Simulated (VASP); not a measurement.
A run of VASP 6.6.1:

POSCAR

```
SnO
1.0
    3.2648393413      0.0000000000      0.0000000000
   -1.6324196706      2.8274338088      0.0000000000
    0.0000000000      0.0000000000      9.1232693951
Sn O
2 2
Direct
    0.3333333333      0.6666666667     -0.0066374703
    0.6666666667      0.3333333333      0.4933625297
    0.3333333333      0.6666666667      0.3816374703
    0.6666666667      0.3333333333      0.8816374703
```

The input INCAR.step1:

```
SYSTEM = SnO
PREC = Accurate ; ENCUT = 520
ISMEAR = 0 ; SIGMA = 0.01
LREAL = .False. ; LASPH = .True.
NELM = 80 ; NBANDS = 28
GGA = PE ; ALGO = Normal
EDIFF = 1E-4 ; LWAVE = .True.
LCHARG = .False.
```

Contents of INCAR.step2:

```
SYSTEM = SnO
PREC = Accurate ; ENCUT = 520
EDIFF = 1E-6 ; ISMEAR = 0
SIGMA = 0.01 ; LREAL = .False.
LASPH = .True. ; NELM = 80
ALGO = Normal ; ISIF = 2
LWAVE = .False. ; LCHARG = .True.
METAGGA = R2SCAN ; LMIXTAU = .True.
LELF = .True. ; LVHAR = .True.
NBANDS = 28 ; ISTART = 1
```

Contents of KPOINTS:

```
regular mesh
0
Gamma
  9 9 2
  0 0 0
```

Potentials or basis: VASP PAW PBE potentials, release 64 (Sn_d, O).

Command:

```bash
$ cat potpaw_PBE.64/Sn_d/POTCAR potpaw_PBE.64/O/POTCAR > POTCAR
$ cp INCAR.step1 INCAR
$ mpirun -np 1 vasp_std > vasp.out
$ cp INCAR.step2 INCAR
$ mpirun -np 1 vasp_std > vasp.out
```

Hardware: 1 thread of Intel(R) Xeon(R) 6975P-C (Granite Rapids) (shared host).

Problem. How long does it take, and how much memory?

Solution. It took 2.3 min on 1 thread of Intel(R) Xeon(R) 6975P-C (Granite Rapids), on a shared host, peak memory 0.22 GiB. Counts: k points 24.
